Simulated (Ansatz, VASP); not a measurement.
## Two plane-wave programs on HfO2

```xyz
3
Lattice="0.0000 2.5223 2.5223 2.5223 0.0000 2.5223 2.5223 2.5223 0.0000" Properties=species:S:1:pos:R:3 pbc="T T T"
Hf    0.0000    0.0000    0.0000
O     3.7834    3.7834    3.7834
O     1.2611    1.2611    1.2611
```

Alike in both runs: task single point; functional r2SCAN; k mesh 8 × 8 × 8; occupations gaussian, width 0.02 eV; no spin polarisation.

|  | VASP | Ansatz |
| --- | --- | --- |
| version | VASP 6.6.1 | Ansatz 0.2.0 |
| potentials or method | VASP PAW PBE potentials, release 64 (Hf_pv, O), cutoff 660 eV | scalar-relativistic, plane waves, PAW |
| valence electrons in the cell | 22 | 38 |

VASP gave:

| Property | Result |
| --- | --- |
| gap on the k mesh at the Fermi level (eV) | 4.34 |
| least direct gap on the mesh (eV) | 4.34 |
| pressure (GPa) | -2.1 |

Q: What did Ansatz give for the same quantities?

A: gap on the k mesh at the Fermi level (eV): 4.32; least direct gap on the mesh (eV): 4.32; pressure (GPa): 2.4.

VASP's potentials were made for PBE, not for r2SCAN. One of these differences is far larger than is usual between the two programs; its cause wasn't traced. With one functional, cell and mesh, what is left measures potentials, basis and numerics. VASP's potentials hold 22 valence electrons a cell and Ansatz's 38, so a difference there can come from the potentials and not from the codes.

Spin-orbit coupling is off throughout.
